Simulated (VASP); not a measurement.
Here is a VASP 6.6.1 calculation.

Contents of INCAR:

```
PREC = Accurate
ENCUT = 520
EDIFF = 1E-6
ISMEAR = 0
SIGMA = 0.1
LREAL = F
LASPH = T
NELM = 80
ALGO = Normal
ISIF = 2
LWAVE = F
LCHARG = T
GGA = RE
LELF = T
LVHAR = T
NBANDS = 12
```

KPOINTS

```
Automatic mesh
0
Gamma
  20 20 20
```

POSCAR

```
Cu
1.0
    0.0000000000      1.8148741277      1.8148741277
    1.8148741277      0.0000000000      1.8148741277
    1.8148741277      1.8148741277      0.0000000000
Cu
1
Direct
    0.0000000000      0.0000000000      0.0000000000
```

Potentials or basis: VASP PAW PBE potentials, release 64 (Cu).

Launch:

```sh
$ cat potpaw_PBE.64/Cu/POTCAR > POTCAR
$ mpirun -np 1 vasp_std > vasp.out
```

(1) Estimate the pressure.

## Answers

(1) 4.1 GPa.

Caveat: the PAW data sets were made with another functional, which shifts forces and pressure a little.
